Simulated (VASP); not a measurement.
# Na (Im-3m) in VASP: notebook

Na is run at these levels: revPBE, PBEsol; tasks: single point.

Program: VASP 6.6.1. These are calculated values, not measurements. Logs are shortened: lines on timing, memory, paths and dates and some standing lists are left out, and cuts for length are marked.

## Step 1: The cell of the first run

It takes space group Im-3m (No. 229, cubic). The conventional cell has a = 4.208 Å, b = 4.208 Å, c = 4.208 Å, α = 90.00°, β = 90.00°, γ = 90.00°. Within 4.8 Å of Na (site symmetry m-3m) lie 14 Na at 3.64 to 4.21 Å.

## Step 2: Single point, revPBE

File INCAR:

```
SYSTEM = Na
PREC     = Accurate       ! precision mode
ENCUT    = 500            ! plane-wave cutoff, eV
EDIFF    = 1E-6           ! SCF threshold, eV
ISMEAR   = 0              ! smearing method
SIGMA    = 0.1            ! smearing width, eV
LREAL    = .FALSE.        ! projectors in reciprocal space
LASPH    = .TRUE.         ! aspherical terms in the spheres
NELM     = 120            ! most SCF steps
ALGO     = Normal         ! electronic algorithm
ISIF     = 2              ! what is computed and relaxed
LWAVE    = .FALSE.        ! write WAVECAR
LCHARG   = .FALSE.        ! write CHGCAR
GGA      = RE             ! functional
NBANDS   = 10             ! bands
GGA_COMPAT= .FALSE.
```

File KPOINTS:

```
regular mesh
0
G
  8 8 8
  0 0 0
```

File POSCAR:

```
Na
1.0
   -2.1040267987      2.1040267987      2.1040267987
    2.1040267987     -2.1040267987      2.1040267987
    2.1040267987      2.1040267987     -2.1040267987
Na
1
Direct
    0.0000000000      0.0000000000      0.0000000000
```

Potentials or basis: VASP PAW PBE potentials, release 64 (Na_pv).

Run with:

```bash
$ cat potpaw_PBE.64/Na_pv/POTCAR > POTCAR
$ mpirun -np 1 vasp_std > vasp.out
```

OUTCAR:

```text
SYSTEM = Na
   PREC = Accurate
   ENCUT = 500
   EDIFF = 1E-6
   ISMEAR = 0
   LREAL = .FALSE.
   LASPH = .TRUE.
   NELM = 120
   ISIF = 2
   GGA = RE

 ion  position               nearest neighbor table
   1  0.000  0.000  0.000-

  LATTYP: Found a body centered cubic cell.
 ALAT       =     4.2080535974

  Lattice vectors:

 A1 = (  -2.1040267987,   2.1040267987,   2.1040267987)
 A2 = (   2.1040267987,  -2.1040267987,   2.1040267987)
 A3 = (   2.1040267987,   2.1040267987,  -2.1040267987)

Analysis of symmetry for initial positions (statically):
=====================================================================
 Subroutine PRICEL returns:
 Original cell was already a primitive cell.

 Routine SETGRP: Setting up the symmetry group for a
 body centered cubic supercell.

 Subroutine GETGRP returns: Found 48 space group operations
[... 9 lines left out ...]

 Routine SETGRP: Setting up the symmetry group for a
 body centered cubic supercell.

 Subroutine GETGRP returns: Found 48 space group operations
[... 11 lines left out ...]
                                     Primitive cell

  volume of cell :      37.2575

  direct lattice vectors                    reciprocal lattice vectors
    -2.104026799  2.104026799  2.104026799     0.000000000  0.237639559  0.237639559
     2.104026799 -2.104026799  2.104026799     0.237639559  0.000000000  0.237639559
     2.104026799  2.104026799 -2.104026799     0.237639559  0.237639559  0.000000000

  length of vectors
     3.644281316  3.644281316  3.644281316     0.336073087  0.336073087  0.336073087

  position of ions in fractional coordinates (direct lattice)
     0.000000000  0.000000000  0.000000000

  ion indices of the primitive-cell ions
   primitive index   ion index
                 1           1

----------------------------------------------------------------------------------------

 KPOINTS: regular mesh

Automatic generation of k-mesh.
 Grid dimensions read from file:
 generate k-points for:    8    8    8

 Generating k-lattice:

  Cartesian coordinates                     Fractional coordinates (reciprocal lattice)
     0.000000000  0.029704945  0.029704945     0.125000000  0.000000000  0.000000000
     0.029704945  0.000000000  0.029704945     0.000000000  0.125000000  0.000000000
     0.029704945  0.029704945  0.000000000     0.000000000  0.000000000  0.125000000

  Length of vectors
     0.042009136  0.042009136  0.042009136

  Shift w.r.t. Gamma in fractional coordinates (k-lattice)
     0.000000000  0.000000000  0.000000000

 Subroutine IBZKPT returns following result:
 ===========================================

 Found     29 irreducible k-points:

 Following reciprocal coordinates:
            Coordinates               Weight
  0.000000  0.000000  0.000000      1.000000
  0.125000  0.000000  0.000000     12.000000
  0.250000  0.000000  0.000000     12.000000
  0.375000  0.000000  0.000000     12.000000
  0.500000  0.000000  0.000000      6.000000
  0.125000  0.125000  0.000000     24.000000
[... 16 lines left out ...]
 -0.250000  0.250000  0.250000      6.000000
 -0.375000  0.375000  0.250000     24.000000
 [... further k-points ...]
   k-points           NKPTS =     29   k-points in BZ     NKDIM =     29   number of bands    NBANDS=     10
   number of dos      NEDOS =    301   number of ions     NIONS =      1
   total plane-waves  NPLWV =  21952
   dimension x,y,z NGX =    28 NGY =   28 NGZ =   28
   dimension x,y,z NGXF=    56 NGYF=   56 NGZF=   56
   ions per type =               1
   NGX,Y,Z   is equivalent  to a cutoff of  12.77, 12.77, 12.77 a.u.
   NGXF,Y,Z  is equivalent  to a cutoff of  25.55, 25.55, 25.55 a.u.
 SYSTEM =  Na
   PREC   = accura    normal or accurate (medium, high low for compatibility)
   ISTART =      0    job   : 0-new  1-cont  2-samecut
   ICHARG =      2    charge: 1-file 2-atom 10-const
   ISPIN  =      1    spin polarized calculation?
   LNONCOLLINEAR =      F non collinear calculations
   LSORBIT =      F    spin-orbit coupling
   LASPH  =      T    aspherical Exc in radial PAW
   ENCUT  =  500.0 eV  36.75 Ry    6.06 a.u.   6.64  6.64  6.64*2*pi/ulx,y,z
   NELM   =    120;   NELMIN=  2; NELMDL= -5     # of ELM steps
   EDIFF  = 0.1E-05   stopping-criterion for ELM
   LREAL  =      F    real-space projection
   EDIFFG = 0.1E-04   stopping-criterion for IOM
   NSW    =      0    number of steps for IOM
   IBRION =     -1    ionic relax: 0-MD 1-quasi-New 2-CG
   NFREE  =      0    steps in history (QN), initial steepest desc. (CG)
   ISIF   =      2    stress and relaxation
   ISYM   =      2    0-nonsym 1-usesym 2-fastsym
   POTIM  = 0.5000    time-step for ionic-motion
   TEBEG  =    0.0;   TEEND  =   0.0 temperature during run
   PSTRESS=    0.0 pullay stress
   NELECT =       7.0000    total number of electrons
   NUPDOWN=      -1.0000    fix difference up-down
   EMIN   =  10.00;   EMAX   =-10.00  energy-range for DOS
   EFERMI =   0.00;   METHOD = LEGACY
   ISMEAR =     0;   SIGMA  =   0.10  broadening in eV -4-tet -1-fermi 0-gaus
   EFERMI_NEDOS =   21; number of points for ismear=-14 and -15
   IALGO  =     38    algorithm
   IMIX   =      4    mixing-type and parameters
     AMIX     =   0.40;   BMIX     =  1.00
     AMIX_MAG =   1.60;   BMIX_MAG =  1.00
  volume/ion in A,a.u.               =      37.26       251.43
  Fermi-wavevector in a.u.,A,eV,Ry     =   0.937640  1.771883 11.961824  0.879169
  Thomas-Fermi vector in A             =   2.064772
   LORBIT       =      0    0 simple, 1 ext, 2 COOP (PROOUT), +10 PAW based schemes
   GGA     = RE    functional components
   LHFCALC =     F    Hartree Fock is set to
   AEXX    =    0.0000 exact exchange contribution
   IVDW    =     0    specifies the selected vdW correction
   LEPSILON=     F    determine dielectric tensor
   LRPA    =     F    only Hartree local field effects (RPA)
 non-spin polarized calculation
 Gauss-broadening in eV      SIGMA  =   0.10
  energy-cutoff  :      500.00
  volume of cell :       37.26
 maximum number of plane-waves:       962
   NGX = 13   NGY = 13   NGZ = 13

 number of electron       7.0000007 magnetization

 Free energy of the ion-electron system (eV)
  ---------------------------------------------------
  ext. energy  EPLUGINS =         0.00000000
  ---------------------------------------------------
  free energy    TOTEN  =        -1.19228188 eV

  energy without entropy =       -1.18859602  energy(sigma->0) =       -1.19043895

 E-fermi :   0.5110     XC(G=0):  -6.3644

 val. band max:        0.3476365007   @ k =   0.2500   0.2500   0.0000
 cond. band min:       0.5987564952   @ k =   0.3750   0.1250   0.0000
 fundamental gap:      0.2511199946
 Fermi energy:         0.5110415567

 k-point     1 :       0.0000    0.0000    0.0000
  band No.  band energies     occupation
      1     -24.4965      2.00000
      2     -24.4965      2.00000
      3     -24.4965      2.00000
      4      -2.8411      2.00000
      5      12.1648      0.00000
      6      12.1649      0.00000
      7      12.1649      0.00000
      8      13.1041      0.00000
      9      13.1042      0.00000
     10      13.6003      0.00000

 k-point     2 :       0.1250    0.0000    0.0000
  band No.  band energies     occupation
      1     -24.5016      2.00000
      2     -24.4982      2.00000
      3     -24.4965      2.00000
      4      -2.5674      2.00000
      5       9.5345      0.00000
      6      10.9084      0.00000
      7      11.3755      0.00000
      8      11.7448      0.00000
      9      12.4103      0.00000
     10      14.1196      0.00000

 k-point     3 :       0.2500    0.0000    0.0000
  band No.  band energies     occupation
      1     -24.5138      2.00000
      2     -24.5023      2.00000
      3     -24.4965      2.00000
      4      -1.7551      2.00000
      5       6.4210      0.00000
      6       9.6390      0.00000
      7      10.4216      0.00000
      8      10.5783      0.00000
      9      11.6931      0.00000
     10      14.7597      0.00000

 k-point     4 :       0.3750    0.0000    0.0000
  band No.  band energies     occupation
      1     -24.5259      2.00000
      2     -24.5065      2.00000
      3     -24.4964      2.00000
      4      -0.4297      2.00000
      5       3.7087      0.00000
      6       8.8602      0.00000
      7       9.8220      0.00000
      8       9.8774      0.00000
      9      11.0406      0.00000
     10      15.7560      0.00000

 k-point     5 :       0.5000    0.0000    0.0000
  band No.  band energies     occupation
      1     -24.5309      2.00000
      2     -24.5082      2.00000
      3     -24.4964      2.00000
      4       1.1560      0.00000
      5       1.6615      0.00000
      6       8.5993      0.00000
      7       9.6209      0.00000
      8       9.6442      0.00000
      9      10.7962      0.00000
     10      16.5853      0.00000

 k-point     6 :       0.1250    0.1250    0.0000
  band No.  band energies     occupation
      1     -24.5100      2.00000
      2     -24.5002      2.00000
      3     -24.4977      2.00000
      4      -2.0245      2.00000
      5       7.8224      0.00000
      6       8.4443      0.00000
      7      10.3797      0.00000
      8      11.8259      0.00000
      9      12.7094      0.00000
     10      14.4315      0.00000
[... 183 lines left out ...]
 k-point    21 :      -0.3750   -0.3750    0.1250
  band No.  band energies     occupation
      1     -24.5216      2.00000
      2     -24.5216      2.00000
      3     -24.5034      2.00000
      4       2.6216      0.00000
      5       2.6216      0.00000
      6       3.6932      0.00000
      7      10.6172      0.00000
      8      10.6172      0.00000
      9      11.0789      0.00000
     10      12.5636      0.00000

 k-point    22 :       0.2500    0.2500    0.2500
  band No.  band energies     occupation
      1     -24.5132      2.00000
      2     -24.5132      2.00000
      3     -24.5132      2.00000
      4       3.1106      0.00000
      5       3.1106      0.00000
      6       3.1106      0.00000
      7       4.8758      0.00000
      8      17.8264      0.00000
      9      17.8264      0.00000
     10      18.6804      0.00000

 k-point    23 :      -0.2500    0.2500    0.2500
  band No.  band energies     occupation
      1     -24.5142      2.00000
      2     -24.5086      2.00000
      3     -24.5086      2.00000
      4      -0.6914      2.00000
      5       7.0015      0.00000
      6       7.1747      0.00000
      7       7.1748      0.00000
      8       9.1165      0.00000
      9      14.2622      0.00000
     10      15.1205      0.00000

 k-point    24 :      -0.3750    0.3750    0.2500
  band No.  band energies     occupation
      1     -24.5222      2.00000
      2     -24.5130      2.00000
      3     -24.5094      2.00000
      4       0.6070      0.17457
      5       4.6411      0.00000
      6       6.4749      0.00000
      7       7.0898      0.00000
      8       9.2028      0.00000
      9      13.0288      0.00000
     10      14.1446      0.00000

 [... further k-points ...]
[... 5 lines left out ...]
  --------------------------------------------------------------------------------------
  -------------------------------------------------------------------------------------
  Total        0.0995433      0.0995433      0.0995433      0.0000000      0.0000000      0.0000000
  in kB        4.2806399      4.2806399      4.2806399      0.0000000      0.0000000      0.0000000
  external PRESSURE =       4.2806399 kB  Pullay stress =       0.0000000 kB

 VOLUME and BASIS-vectors are now :
 -----------------------------------------------------------------------------
  energy-cutoff  :      500.00
  volume of cell :       37.26
      direct lattice vectors                 reciprocal lattice vectors
    -2.104026799  2.104026799  2.104026799     0.000000000  0.237639559  0.237639559
     2.104026799 -2.104026799  2.104026799     0.237639559  0.000000000  0.237639559
     2.104026799  2.104026799 -2.104026799     0.237639559  0.237639559  0.000000000

 POSITION                                       TOTAL-FORCE (eV/Angst)
 -----------------------------------------------------------------------------------
      0.00000      0.00000      0.00000        -0.000000      0.000000     -0.000000
 -----------------------------------------------------------------------------------
    total drift:                               -0.000000     -0.000000     -0.000000

  FREE ENERGIE OF THE ION-ELECTRON SYSTEM (eV)
  ---------------------------------------------------
  free  energy   TOTEN  =        -1.1922818786 eV

  energy  without entropy=       -1.1885960160  energy(sigma->0) =       -1.19043895
```

It took 4.7 s on 1 thread of Intel Xeon Platinum 8488C (Sapphire Rapids), shared host; peak memory 0.15 GiB.

Results:

* Free energy: -1.1923 eV
* Pressure: 0.4 GPa

Levels at points of the mesh, in eV from the Fermi level:
| k point | band 1 | band 2 | band 3 | band 4 | band 5 | band 6 | band 7 |
| --- | --- | --- | --- | --- | --- | --- | --- |
| (0.00, 0.00, 0.00) | -25.01 | -25.01 | -25.01 | -3.35 | 11.65 | 11.65 | 11.65 |
| (0.50, 0.00, 0.00) | -25.04 | -25.02 | -25.01 | 0.64 | 1.15 | 8.09 | 9.11 |
| (0.50, 0.50, 0.50) | -25.03 | -25.03 | -25.03 | 4.37 | 4.37 | 4.81 | 4.81 |

Caveat: the PAW data sets were made with another functional, which shifts forces and pressure a little.

## Step 3: Single point, PBEsol

File INCAR:

```
SYSTEM = Na
ALGO     = Normal         ! electronic algorithm
EDIFF    = 1E-6           ! SCF threshold, eV
ENCUT    = 500            ! plane-wave cutoff, eV
GGA      = PS             ! functional
GGA_COMPAT= .FALSE.      
ISIF     = 2              ! what is computed and relaxed
ISMEAR   = 0              ! smearing method
LASPH    = .TRUE.         ! aspherical terms in the spheres
LCHARG   = .FALSE.        ! write CHGCAR
LREAL    = .FALSE.        ! projectors in reciprocal space
LWAVE    = .FALSE.        ! write WAVECAR
NBANDS   = 10             ! bands
NELM     = 120            ! most SCF steps
PREC     = Accurate       ! precision mode
SIGMA    = 0.1            ! smearing width, eV
```

File KPOINTS:

```
k-points
0
G
  8 8 8
  0 0 0
```

POSCAR is that of step 2.

Potentials or basis: VASP PAW PBE potentials, release 64 (Na_pv).

Run with:

```bash
$ cat potpaw_PBE.64/Na_pv/POTCAR > POTCAR
$ mpirun -np 1 vasp_std > vasp.out
```

Wall time 4.9 s (1 thread of Intel Xeon Platinum 8488C (Sapphire Rapids), shared host); peak memory 0.15 GiB.

The run converged. Its results:

- Free energy: -1.3908 eV
- Pressure: -0.2 GPa

Levels at points of the mesh, in eV from the Fermi level:
```
           k point  band 1  band 2  band 3  band 4  band 5  band 6
(0.00, 0.00, 0.00)  -24.88  -24.88  -24.88   -3.36   11.61   11.61
(0.50, 0.00, 0.00)  -24.91  -24.89  -24.88    0.66    1.13    8.09
(0.50, 0.50, 0.50)  -24.90  -24.90  -24.90    4.42    4.42    4.78
```

Caveat: the PAW data sets were made with another functional, which shifts forces and pressure a little.
